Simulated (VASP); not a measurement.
Crystal: TeS2.

```xyz
6
Lattice="5.5332 0.0000 0.0000 0.0000 5.5332 0.0000 0.0000 0.0000 5.5332" Properties=species:S:1:pos:R:3 pbc="T T T"
Te    0.0000    0.0000    0.0000
Te    2.7666    2.7666    2.7666
S     1.3833    1.3833    1.3833
S     1.3833    4.1499    4.1499
S     4.1499    4.1499    1.3833
S     4.1499    1.3833    4.1499
```

- Program: VASP 6.6.1
- Task: relaxation of cell and atoms
- Functional: PBE
- Potentials or basis: VASP PAW PBE potentials, release 64 (Te, S)
- Cutoff: 600 eV
- k mesh: 4 × 4 × 4
- Occupations: gaussian, width 0.1 eV
- Spin: no spin polarisation

At the start: pressure 7.6 GPa; volume 28.23 Å³/atom.

How do energy, volume and symmetry change on relaxing?

Over 3 steps the energy falls by 79.2 meV/atom and the volume is 32.00 Å³/atom (+13.3 %); space group Pn-3m (No. 224, to 0.1 Å) before and after.

The path:
| step | energy change (eV) | largest force (eV/Å) | pressure (GPa) | volume (Å³) |
| --- | --- | --- | --- | --- |
| 1 | 0.0000 | 0.0000 | 7.56 | 169.41 |
| 2 | -0.3809 | 0.0000 | -2.36 | 204.22 |
| 3 | -0.4752 | 0.0000 | 0.03 | 192.02 |

Final structure:
```cif
data_structure
_symmetry_space_group_name_H-M 'P 1'
_symmetry_Int_Tables_number 1
_cell_length_a 5.7692
_cell_length_b 5.7692
_cell_length_c 5.7692
_cell_angle_alpha 90.000
_cell_angle_beta 90.000
_cell_angle_gamma 90.000
_cell_volume 192.02
loop_
_atom_site_label
_atom_site_type_symbol
_atom_site_fract_x
_atom_site_fract_y
_atom_site_fract_z
_atom_site_occupancy
Te1 Te 0.00000 0.00000 0.00000 1
Te2 Te 0.50000 0.50000 0.50000 1
S1 S 0.25000 0.25000 0.25000 1
S2 S 0.25000 0.75000 0.75000 1
S3 S 0.75000 0.75000 0.25000 1
S4 S 0.75000 0.25000 0.75000 1
```
